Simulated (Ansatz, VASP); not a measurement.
In3Ga2P5: VASP beside Ansatz

File INCAR:

```
SYSTEM = In3Ga2P5
PREC = Accurate
ENCUT = 520
EDIFF = 1E-6
ISMEAR = 0
SIGMA = 0.1
LREAL = .False.
LASPH = .True.
NELM = 100
ALGO = Normal
ISIF = 2
LWAVE = .False.
LCHARG = .False.
GGA = PE
NBANDS = 56
```

The input KPOINTS:

```
regular mesh
0
Gamma
  6 6 6
  0 0 0
```

POSCAR

```
In3Ga2P5
1.0
    1.9625142300      1.1330581200     16.0238615800
   -1.9625142300      1.1330581200     16.0238615800
    0.0000000000     -2.2661162400     16.0238615800
In Ga P
3 2 5
Direct
    0.3000000000      0.3000000000      0.3000000000
    0.5000000000      0.5000000000      0.5000000000
    0.7000000000      0.7000000000      0.7000000000
    0.9000000000      0.9000000000      0.9000000000
    0.1000000000      0.1000000000      0.1000000000
    0.6000000000      0.6000000000      0.6000000000
    0.2000000000      0.2000000000      0.2000000000
    0.8000000000      0.8000000000      0.8000000000
    0.4000000000      0.4000000000      0.4000000000
    0.0000000000      0.0000000000      0.0000000000
```

Input for Ansatz:

```yaml
crystal:
  lattice:
    - [1.96251423, 1.13305812, 16.02386158]
    - [-1.96251423, 1.13305812, 16.02386158]
    - [0.0, -2.26611624, 16.02386158]
  atoms:
    - { symbol: In, position: [0.3, 0.3, 0.3] }
    - { symbol: In, position: [0.5, 0.5, 0.5] }
    - { symbol: In, position: [0.7, 0.7, 0.7] }
    - { symbol: Ga, position: [0.9, 0.9, 0.9] }
    - { symbol: Ga, position: [0.1, 0.1, 0.1] }
    - { symbol: P, position: [0.6, 0.6, 0.6] }
    - { symbol: P, position: [0.2, 0.2, 0.2] }
    - { symbol: P, position: [0.8, 0.8, 0.8] }
    - { symbol: P, position: [0.4, 0.4, 0.4] }
    - { symbol: P, position: [0.0, 0.0, 0.0] }
basis:
  ecutwfc: 420
kpoints:
  mp_grid: { grid: [6, 6, 6] }
hamiltonian:
  xc: pbe
scf:
  occupations: { method: gaussian, width: 0.1 }
  lower_state_search: "off"
output:
  forces: true
  stress: true
  eigenvalues: true
```

Alike in both runs: task single point; functional PBE; k mesh 6 × 6 × 6; occupations gaussian, width 0.1 eV; no spin polarisation.

|  | VASP | Ansatz |
| --- | --- | --- |
| version | VASP 6.6.1 | Ansatz 0.2.0 |
| potentials or method | VASP PAW PBE potentials, release 64 (In_d, Ga_d, P), cutoff 520 eV | scalar-relativistic, plane waves, PAW |
| valence electrons in the cell | 90 | 90 |

|  | VASP | Ansatz | Ansatz less VASP |
| --- | --- | --- | --- |
| gap on the k mesh at the Fermi level (eV) | none | none | - |
| pressure (GPa) | -4.8 | -4.8 | 0.00 |
| traceless stress, the component that is largest in VASP (GPa) | 0.59 | 0.59 | -0.003 |
| rms of the force components (eV/Å) | 0.225 | 0.226 | +0.0011 |

Atom by atom the forces differ by 0.001 eV/Å (rms over components). A gap of «none» marks a metal or a gap that the smearing closes.
